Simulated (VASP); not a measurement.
Here is a VASP 6.6.1 calculation.

File POSCAR:

```
MgS
1.0
    0.0000000000      2.6015177399      2.6015177399
    2.6015177399      0.0000000000      2.6015177399
    2.6015177399      2.6015177399      0.0000000000
Mg S
1 1
Direct
    0.0000000000      0.0000000000      0.0000000000
    0.5000000000      0.5000000000      0.5000000000
```

The input INCAR.step1:

```
  PREC = Accurate
  ENCUT = 520
  ISMEAR = 0
  SIGMA = 0.01
  LREAL = False
  LASPH = True
  NELM = 60
  NBANDS = 11
  GGA = PE
  ALGO = Normal
  EDIFF = 1E-4
  LWAVE = True
  LCHARG = False
```

INCAR.step2

```
  PREC = Accurate
  ENCUT = 520
  EDIFF = 1E-7
  ISMEAR = 0
  SIGMA = 0.01
  LREAL = False
  LASPH = True
  NELM = 60
  ALGO = Normal
  ISIF = 2
  LWAVE = False
  LCHARG = False
  METAGGA = R2SCAN
  LMIXTAU = True
  LUSE_VDW = True
  IVDW_NL = 2
  BPARAM = 11.95
  CPARAM = 0.0093
  NBANDS = 11
  ISTART = 1
```

File KPOINTS:

```
Automatic mesh
0
Gamma
  6 6 6
```

Potentials or basis: VASP PAW PBE potentials, release 64 (Mg, S).

Command:

```bash
$ cat potpaw_PBE.64/Mg/POTCAR potpaw_PBE.64/S/POTCAR > POTCAR
$ cp INCAR.step1 INCAR
$ mpirun -np 1 vasp_std > vasp.out
$ cp INCAR.step2 INCAR
$ mpirun -np 1 vasp_std > vasp.out
```

Problem. Estimate the pressure.

Solution. -1.0 GPa.

Problem. Predict the band gap on the k mesh.

Solution. 3.41 eV, indirect (least direct gap 4.58 eV).

Caveat: the PAW data sets were made with another functional, which shifts forces and pressure a little. A k mesh can miss the band edges.
